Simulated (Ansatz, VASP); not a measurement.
# Ga4SbP3 in VASP and in Ansatz

```xyz
8
Lattice="3.8946 0.0000 0.0000 0.0000 3.8946 0.0000 0.0000 0.0000 11.0068" Properties=species:S:1:pos:R:3 pbc="T T T"
P     0.0000    0.0000    2.5999
P     1.9473    1.9473    0.0000
P     0.0000    0.0000    8.4068
Ga    0.0000    1.9473    1.2982
Ga    1.9473    0.0000    9.7086
Ga    0.0000    1.9473    7.1097
Ga    1.9473    0.0000    3.8971
Sb    1.9473    1.9473    5.5034
```

Alike in both runs: task single point; functional r2SCAN; k mesh 6 × 6 × 2; no spin polarisation.

|  | VASP | Ansatz |
| --- | --- | --- |
| version | VASP 6.6.1 | Ansatz 0.2.0 |
| potentials or method | VASP PAW PBE potentials, release 64 (P, Ga_d, Sb) | plane waves, PAW |
| plane-wave cutoff (eV) | 520 | 500 |
| occupations | gaussian, width 0.01 eV | fixed |
| valence electrons in the cell | 72 | 82 |

|  | VASP | Ansatz | Ansatz less VASP |
| --- | --- | --- | --- |
| gap on the k mesh at the Fermi level (eV) | 1.04 | 1.05 | +0.001 |
| pressure (GPa) | 5.5 | 5.4 | -0.04 |
| rms of the force components (eV/Å) | 0.034 | 0.027 | -0.0067 |

VASP's potentials were made for PBE, not for r2SCAN. VASP's potentials hold 72 valence electrons a cell and Ansatz's 82, so a difference there can come from the potentials and not from the codes.

Spin-orbit coupling is off throughout.
